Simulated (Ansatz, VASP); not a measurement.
Mg: VASP beside Ansatz

```xyz
4
Lattice="3.3433 0.0000 0.0000 -1.6716 2.8953 0.0000 0.0000 0.0000 10.8882" Properties=species:S:1:pos:R:3 pbc="T T T"
Mg    1.6716    2.8953    0.0000
Mg    1.6716    2.8953    5.4441
Mg    0.0000    1.9302    2.7220
Mg    1.6716    0.9651    8.1661
```

Alike in both runs: task single point; functional BLYP; k mesh 13 × 13 × 4; occupations fermi-dirac, width 0.1 eV; no spin polarisation.

|  | VASP | Ansatz |
| --- | --- | --- |
| version | VASP 6.6.1 | Ansatz 0.2.0 |
| potentials or method | VASP PAW PBE potentials, release 64 (Mg), cutoff 520 eV | plane waves (420 eV) with PAW, scalar-relativistic |
| valence electrons in the cell | 8 | 40 |

```tsv
	VASP	Ansatz	Ansatz less VASP
pressure (GPa)	-2.6	-2.6	+0.05
traceless stress, the component that is largest in VASP (GPa)	0.12	0.12	0.000
```

VASP's potentials were made for PBE, not for BLYP. With one functional, cell and mesh, what is left measures potentials, basis and numerics. VASP's potentials hold 8 valence electrons a cell and Ansatz's 40, so a difference there can come from the potentials and not from the codes.
